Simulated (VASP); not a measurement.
Re: elastic constants with PBE

Crystal: Re.

```
Re
1.0
     2.76080    0.00000    0.00000
    -1.38040    2.39092    0.00000
     0.00000    0.00000    4.45820
Re
2
Direct
  0.66667 0.33333 0.75000
  0.33333 0.66667 0.25000
```

| Property | Result |
| --- | --- |
| Program | VASP 6.6.1 |
| Task | elastic constants |
| Functional | PBE |
| Potentials or basis | VASP PAW PBE potentials, release 64 (Re) |
| Cutoff | 600 eV |
| k mesh | 8 × 8 × 5 |
| Occupations | fermi-dirac, width 0.05 eV |
| Spin | no spin polarisation |
| Dipole correction | no |
| Ions in elastic constants | relaxed |
| Further INCAR settings | ALGO = Normal; EDIFF = 1e-08; NBANDS = 14; IBRION = 6; POTIM = 0.015; NSW = 1; ISIF = 3 |

```
Voigt bulk modulus            : 393 GPa
Highest phonon frequency at Γ : 137 cm⁻¹
```

Phonon frequencies in cm⁻¹ (negative: imaginary):
| q point | frequencies |
| --- | --- |
| (0.000, 0.000, 0.000) | 0 0 0 116 116 137 |

Elastic tensor in Voigt notation (GPa, in the Cartesian axes of the cell as first typed):
```
700 267 203   0   0   0
267 700 203   0   0   0
203 203 793   0   0   0
  0   0   0 182   0   0
  0   0   0   0 182   0
  0   0   0   0   0 216
```

Clamped-ion elastic tensor (GPa):
```
706 261 203   0   0   0
261 706 203   0   0   0
203 203 793   0   0   0
  0   0   0 182   0   0
  0   0   0   0 182   0
  0   0   0   0   0 222
```

Run time: 3.3 min on 1 thread of Intel(R) Xeon(R) 6975P-C (Granite Rapids) (shared host), peak memory 0.23 GiB.

Caveat: the cell is under stress, which shifts elastic constants.
